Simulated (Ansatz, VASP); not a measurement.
# Two plane-wave programs on BeS5

```
Be S
1.0
     0.00000    3.97858    3.97858
     3.97858    0.00000    3.97858
     3.97858    3.97858    0.00000
Be S
1 5
Direct
  0.00000 0.00000 0.00000
  0.37500 0.37500 0.87500
  0.37500 0.87500 0.37500
  0.87500 0.37500 0.37500
  0.37500 0.37500 0.37500
  0.75000 0.75000 0.75000
```

Change from the starting cell: species swapped into the Be5Au type (F-43m, No. 216).

Alike in both runs: task single point; functional PBE; k mesh 4 × 4 × 4; occupations gaussian, width 0.1 eV; no spin polarisation.

|  | VASP | Ansatz |
| --- | --- | --- |
| version | VASP 6.6.1 | Ansatz 0.2.0 |
| potentials or method | VASP PAW PBE potentials, release 64 (Be, S), cutoff 520 eV | scalar-relativistic, plane waves, PAW |
| valence electrons in the cell | 32 | 32 |

```csv
,VASP,Ansatz,Ansatz less VASP
gap on the k mesh at the Fermi level (eV),none,none,-
pressure (GPa),-9.2,-9.1,+0.06
```

A gap of «none» marks a metal or a gap that the smearing closes. The functional is the same, so the differences come from potentials, cutoffs and numerics.
